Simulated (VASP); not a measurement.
Crystal: AlN.

```xyz
4
Lattice="2.8329 0.0000 0.0000 -1.4164 2.4533 0.0000 0.0000 0.0000 4.8410" Properties=species:S:1:pos:R:3 pbc="T T T"
Al    0.0000    0.0000    0.0000
Al    0.0000    0.0000    2.4205
N     0.0000    1.6355    1.2103
N     1.4164    0.8178    3.6308
```

Base run:

```yaml
Program: VASP 6.6.1
Functional: PBE
Potentials_or_basis: VASP PAW PBE potentials, release 64 (Al, N)
Cutoff: 520 eV
k_mesh: 9 × 9 × 4
Occupations: gaussian, width 0.01 eV
Spin: no spin polarisation
```

Its results: band gap on the k mesh 5.09 eV, indirect (least direct gap 5.18 eV); pressure 6.0 GPa.

Problem. The run is repeated on the same cell with these changes: functional from PBE to PBEsol; k mesh from 9 × 9 × 4 to 6 × 6 × 4. What comes out?

Solution. Band gap on the k mesh 4.92 eV, indirect (least direct gap 5.17 eV); pressure 1.3 GPa.

Several settings changed at once, so the effect can't be laid on one alone.

Caveats: some runs use coarse meshes; the PAW data sets were made with another functional, which shifts forces and pressure a little (some runs).

A k mesh can miss the band edges.
